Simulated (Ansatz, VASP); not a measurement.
TlCl in VASP and in Ansatz

The input POSCAR:

```
TlCl
1.0
    3.7936346963      0.0000000000      0.0000000000
    0.0000000000      3.7936346963      0.0000000000
    0.0000000000      0.0000000000      3.7936346963
Tl Cl
1 1
Direct
    0.0000000000      0.0000000000      0.0000000000
    0.5000000000      0.5000000000      0.5000000000
```

INCAR.step1

```
SYSTEM = TlCl
ALGO     = Normal         ! electronic algorithm
EDIFF    = 1E-5           ! SCF threshold, eV
ENCUT    = 400            ! plane-wave cutoff, eV
GGA      = PE             ! functional
GGA_COMPAT= .False.      
ISIF     = 2              ! what is computed and relaxed
ISMEAR   = 0              ! smearing method
LASPH    = .True.         ! aspherical terms in the spheres
LCHARG   = .False.        ! write CHGCAR
LREAL    = .False.        ! projectors in reciprocal space
LWAVE    = .True.         ! write WAVECAR
NBANDS   = 17             ! bands
NELM     = 120            ! most SCF steps
PREC     = Accurate       ! precision mode
SIGMA    = 0.01           ! smearing width, eV
```

File INCAR.step2:

```
SYSTEM = TlCl
AEXX     = 0.3            ! exact-exchange fraction
ALGO     = Normal         ! electronic algorithm
EDIFF    = 1E-6           ! SCF threshold, eV
ENCUT    = 400            ! plane-wave cutoff, eV
GGA      = PE             ! functional
GGA_COMPAT= .False.      
ISIF     = 2              ! what is computed and relaxed
ISMEAR   = 0              ! smearing method
ISTART   = 1            
LASPH    = .True.         ! aspherical terms in the spheres
LCHARG   = .False.        ! write CHGCAR
LHFCALC  = .True.         ! exact exchange
LREAL    = .False.        ! projectors in reciprocal space
LWAVE    = .False.        ! write WAVECAR
NBANDS   = 17             ! bands
NELM     = 120            ! most SCF steps
PREC     = Accurate       ! precision mode
PRECFOCK = Normal       
SIGMA    = 0.01           ! smearing width, eV
```

Contents of KPOINTS:

```
k-points
0
Gamma
  4 4 4
  0 0 0
```

Input for Ansatz:

```yaml
crystal:
  lattice:
    - [3.7936346963, 0.0, 0.0]
    - [0.0, 3.7936346963, 0.0]
    - [0.0, 0.0, 3.7936346963]
  atoms:
    - { symbol: Tl, position: [0.0, 0.0, 0.0] }
    - { symbol: Cl, position: [0.5, 0.5, 0.5] }
kpoints:
  mp_grid: { grid: [4, 4, 4] }
hamiltonian:
  xc: { exchange: pbe, correlation: pbe, exx: { coeff: 0.3 } }
scf:
  occupations: { method: fixed }
  n_extra_bands: 4
output:
  forces: true
  stress: true
  eigenvalues: true
```

Alike in both runs: task single point; functional PBE-based global hybrid; k mesh 4 × 4 × 4; no spin polarisation.

```csv
,VASP,Ansatz
version,VASP 6.6.1,Ansatz 0.2.0
potentials or method,"VASP PAW PBE potentials, release 64 (Tl_d, Cl)",plane waves
plane-wave cutoff (eV),400,420
occupations,"gaussian, width 0.01 eV",fixed
valence electrons in the cell,20,20
```

|  | VASP | Ansatz | Ansatz less VASP |
| --- | --- | --- | --- |
| gap on the k mesh at the Fermi level (eV) | 3.73 | 3.68 | -0.047 |
| pressure (GPa) | 1.5 | 1.8 | +0.26 |

VASP's potentials were made for PBE, not for PBE-based global hybrid. Ansatz's warnings: stress exchange threshold loose, stress scf threshold loose.

Spin-orbit coupling is off throughout.
